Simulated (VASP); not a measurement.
# B2Ru3 (P6_3/mmc) in VASP: single point with PBE

Aim: the single point of B2Ru3 with PBE.

Program: VASP 6.6.1. These are calculated values, not measurements. Logs are shortened: lines on timing, memory, paths and dates and some standing lists are left out, and cuts for length are marked.

### 1 The cell of the first run

Symmetry: P6_3/mmc, No. 194, hexagonal system. Conventional cell: a = 2.907 Å, b = 2.907 Å, c = 15.866 Å, α = 90.00°, β = 90.00°, γ = 120.00°. B (site symmetry 3m) has 6 Ru at 2.18 to 2.24 Å within 2.9 Å. Ru (site symmetry 3m) has 3 B at 2.18 Å and 4 Ru at 2.76 to 2.87 Å within 2.9 Å. Ru (site symmetry -6m2) has 6 B at 2.24 Å and 8 Ru at 2.87 to 2.91 Å within 3.0 Å.

### 2 Single point, PBE (volume scaled by 1.06, then relaxed in part)

INCAR reads:

```
SYSTEM = B2Ru3
ALGO     = Fast           ! electronic algorithm
EDIFF    = 1E-6           ! SCF threshold, eV
ENCUT    = 520            ! plane-wave cutoff, eV
GGA      = PE             ! functional
ISIF     = 2              ! what is computed and relaxed
ISMEAR   = 0              ! smearing method
LASPH    = .True.         ! aspherical terms in the spheres
LCHARG   = .False.        ! write CHGCAR
LREAL    = .False.        ! projectors in reciprocal space
LWAVE    = .False.        ! write WAVECAR
NBANDS   = 59             ! bands
NELM     = 100            ! most SCF steps
PREC     = Accurate       ! precision mode
SIGMA    = 0.1            ! smearing width, eV
```

KPOINTS reads:

```
k-points
0
Gamma
  12 12 2
  0 0 0
```

POSCAR reads:

```
B2Ru3
1.0
    2.9065650967      0.0000000000      0.0000000000
   -1.4532825484      2.5171592115      0.0000000000
    0.0000000000      0.0000000000     15.8656576658
B Ru
4 6
Direct
    0.3333333333      0.6666666667      0.1566893456
    0.6666666667      0.3333333333      0.6566893456
    0.3333333333      0.6666666667      0.3433106544
    0.6666666667      0.3333333333      0.8433106544
    0.3333333333      0.6666666667      0.9308507272
    0.6666666667      0.3333333333      0.4308507272
    0.3333333333      0.6666666667      0.5691492728
    0.6666666667      0.3333333333      0.0691492728
    0.3333333333      0.6666666667      0.7500000000
    0.6666666667      0.3333333333      0.2500000000
```

Potentials or basis: VASP PAW PBE potentials, release 64 (B, Ru_pv).

Started as:

```bash
$ cat potpaw_PBE.64/B/POTCAR potpaw_PBE.64/Ru_pv/POTCAR > POTCAR
$ mpirun -np 1 vasp_std > vasp.out
```

OUTCAR:

```text
SYSTEM = B2Ru3
   EDIFF = 1E-6
   ENCUT = 520
   GGA = PE
   ISIF = 2
   ISMEAR = 0
   LASPH = .True.
   LREAL = .False.
   NELM = 100
   PREC = Accurate

 ion  position               nearest neighbor table
   1  0.333  0.667  0.157-   8 2.18   8 2.18   8 2.18  10 2.24  10 2.24  10 2.24
   2  0.667  0.333  0.657-   7 2.18   7 2.18   7 2.18   9 2.24   9 2.24   9 2.24
   3  0.333  0.667  0.343-   6 2.18   6 2.18   6 2.18  10 2.24  10 2.24  10 2.24
   4  0.667  0.333  0.843-   5 2.18   5 2.18   5 2.18   9 2.24   9 2.24   9 2.24
   5  0.333  0.667  0.931-   4 2.18   4 2.18   4 2.18   8 2.76   8 2.76   8 2.76   9 2.87
   6  0.667  0.333  0.431-   3 2.18   3 2.18   3 2.18   7 2.76   7 2.76   7 2.76  10 2.87
   7  0.333  0.667  0.569-   2 2.18   2 2.18   2 2.18   6 2.76   6 2.76   6 2.76   9 2.87
   8  0.667  0.333  0.069-   1 2.18   1 2.18   1 2.18   5 2.76   5 2.76   5 2.76  10 2.87
   9  0.333  0.667  0.750-   2 2.24   4 2.24   2 2.24   4 2.24   2 2.24   4 2.24   5 2.87   7 2.87

  10  0.667  0.333  0.250-   1 2.24   3 2.24   1 2.24   3 2.24   1 2.24   3 2.24   6 2.87   8 2.87

  LATTYP: Found a hexagonal cell.
 ALAT       =     2.9065650967
 C/A-ratio  =     5.4585592058

  Lattice vectors:

 A1 = (   2.9065650967,   0.0000000000,   0.0000000000)
 A2 = (  -1.4532825484,   2.5171592115,   0.0000000000)
 A3 = (   0.0000000000,   0.0000000000,  15.8656576658)

Analysis of symmetry for initial positions (statically):
=====================================================================
 Subroutine PRICEL returns:
 Original cell was already a primitive cell.

 Routine SETGRP: Setting up the symmetry group for a
 hexagonal supercell.

 Subroutine GETGRP returns: Found 24 space group operations
 (whereof 12 operations were pure point group operations)
 out of a pool of 24 trial point group operations.

The static configuration has the point symmetry D_3d.
 The point group associated with its full space group is D_6h.

Analysis of symmetry for dynamics (positions and initial velocities):
=====================================================================
 Subroutine PRICEL returns:
 Original cell was already a primitive cell.

 Routine SETGRP: Setting up the symmetry group for a
 hexagonal supercell.

 Subroutine GETGRP returns: Found 24 space group operations
 (whereof 12 operations were pure point group operations)
 out of a pool of 24 trial point group operations.

The dynamic configuration has the point symmetry D_3d.
 The point group associated with its full space group is D_6h.

 Subroutine INISYM returns: Found 24 space group operations
[... 119 lines left out ...]
   ISIF   =      2    stress and relaxation
   ISYM   =      2    0-nonsym 1-usesym 2-fastsym
   POTIM  = 0.5000    time-step for ionic-motion
   TEBEG  =    0.0;   TEEND  =   0.0 temperature during run
   PSTRESS=    0.0 pullay stress
   NELECT =      96.0000    total number of electrons
   NUPDOWN=      -1.0000    fix difference up-down
   EMIN   =  10.00;   EMAX   =-10.00  energy-range for DOS
   EFERMI =   0.00;   METHOD = LEGACY
   ISMEAR =     0;   SIGMA  =   0.10  broadening in eV -4-tet -1-fermi 0-gaus
   EFERMI_NEDOS =   21; number of points for ismear=-14 and -15
   IALGO  =     68    algorithm
   IMIX   =      4    mixing-type and parameters
     AMIX     =   0.40;   BMIX     =  1.00
     AMIX_MAG =   1.60;   BMIX_MAG =  1.00
  volume/ion in A,a.u.               =      11.61        78.33
  Fermi-wavevector in a.u.,A,eV,Ry     =   1.536676  2.903897 32.128431  2.361373
  Thomas-Fermi vector in A             =   2.643291
   LORBIT       =      0    0 simple, 1 ext, 2 COOP (PROOUT), +10 PAW based schemes
   GGA     = PE    functional components
   LHFCALC =     F    Hartree Fock is set to
   AEXX    =    0.0000 exact exchange contribution
   IVDW    =     0    specifies the selected vdW correction
   LEPSILON=     F    determine dielectric tensor
   LRPA    =     F    only Hartree local field effects (RPA)
 non-spin polarized calculation
 RMM-DIIS sequential band-by-band and
 Gauss-broadening in eV      SIGMA  =   0.10
  energy-cutoff  :      520.00
  volume of cell :      116.08
 maximum number of plane-waves:      3190
 NGX is ok and might be reduce to    24
   NGX = 11   NGY = 11   NGZ = 59

 number of electron      96.0000007 magnetization

 Free energy of the ion-electron system (eV)
  ---------------------------------------------------
  ext. energy  EPLUGINS =         0.00000000
  ---------------------------------------------------
  free energy    TOTEN  =       -84.18956220 eV

  energy without entropy =      -84.16869050  energy(sigma->0) =      -84.17912635

 E-fermi :  10.3834     XC(G=0): -13.2383

 val. band max:       10.3594601537   @ k =   0.0833   0.0000   0.0000
 cond. band min:      10.4213457184   @ k =   0.4167   0.0000   0.0000
 fundamental gap:      0.0618855647
 Fermi energy:        10.3833839025

 k-point     1 :       0.0000    0.0000    0.0000
  band No.  band energies     occupation
      1     -32.9587      2.00000
      2     -32.9147      2.00000
      3     -32.7439      2.00000
      4     -32.6287      2.00000
      5     -32.5548      2.00000
      6     -32.4836      2.00000
[... 1477 lines left out ...]
     58      14.3930      0.00000
     59      15.4819      0.00000

 [... further k-points ...]
[... 5 lines left out ...]
  --------------------------------------------------------------------------------------
  -------------------------------------------------------------------------------------
  Total      -11.0167845    -11.0167845    -10.9865404      0.0000000      0.0000000      0.0000000
  in kB     -152.0605709   -152.0605709   -151.6431229      0.0000000      0.0000000      0.0000000
  external PRESSURE =    -151.9214216 kB  Pullay stress =       0.0000000 kB

 VOLUME and BASIS-vectors are now :
 -----------------------------------------------------------------------------
  energy-cutoff  :      520.00
  volume of cell :      116.08
      direct lattice vectors                 reciprocal lattice vectors
     2.906565097  0.000000000  0.000000000     0.344048720  0.198636621  0.000000000
    -1.453282548  2.517159212  0.000000000     0.000000000  0.397273242  0.000000000
     0.000000000  0.000000000 15.865657666     0.000000000  0.000000000  0.063029218

 POSITION                                       TOTAL-FORCE (eV/Angst)
 -----------------------------------------------------------------------------------
     -0.00000      1.67811      2.48598         0.000000      0.000000      0.001866
      1.45328      0.83905     10.41881         0.000000     -0.000000      0.001866
     -0.00000      1.67811      5.44685         0.000000      0.000000     -0.001866
      1.45328      0.83905     13.37968         0.000000     -0.000000     -0.001866
     -0.00000      1.67811     14.76856        -0.000000      0.000000      0.008697
      1.45328      0.83905      6.83573         0.000000      0.000000      0.008697
     -0.00000      1.67811      9.02993        -0.000000     -0.000000     -0.008697
      1.45328      0.83905      1.09710         0.000000     -0.000000     -0.008697
     -0.00000      1.67811     11.89924        -0.000000      0.000000     -0.000000
      1.45328      0.83905      3.96641         0.000000      0.000000     -0.000000
 -----------------------------------------------------------------------------------
    total drift:                               -0.000000      0.000000     -0.000000

  FREE ENERGIE OF THE ION-ELECTRON SYSTEM (eV)
  ---------------------------------------------------
  free  energy   TOTEN  =       -84.1895622009 eV

  energy  without entropy=      -84.1686904962  energy(sigma->0) =      -84.17912635
```

Run time: 2.5 min. Hardware: 1 thread of Intel Xeon 6975P-C (Granite Rapids), shared host; peak memory 0.36 GiB.

Results:

- Free energy: -84.1896 eV
- Pressure: -15.2 GPa
- Largest force: 0.009 eV/Å
- Band gap on the k mesh: zero (band 48 reaches 11.23 eV, above the bottom of band 49 at 8.99 eV)

Forces in eV/Å, atoms in the order of the input:
```
B    0.000  0.000  0.002
B    0.000  0.000  0.002
B    0.000  0.000 -0.002
B    0.000  0.000 -0.002
Ru   0.000  0.000  0.009
Ru   0.000  0.000  0.009
Ru   0.000  0.000 -0.009
Ru   0.000  0.000 -0.009
Ru   0.000  0.000  0.000
Ru   0.000  0.000  0.000
```
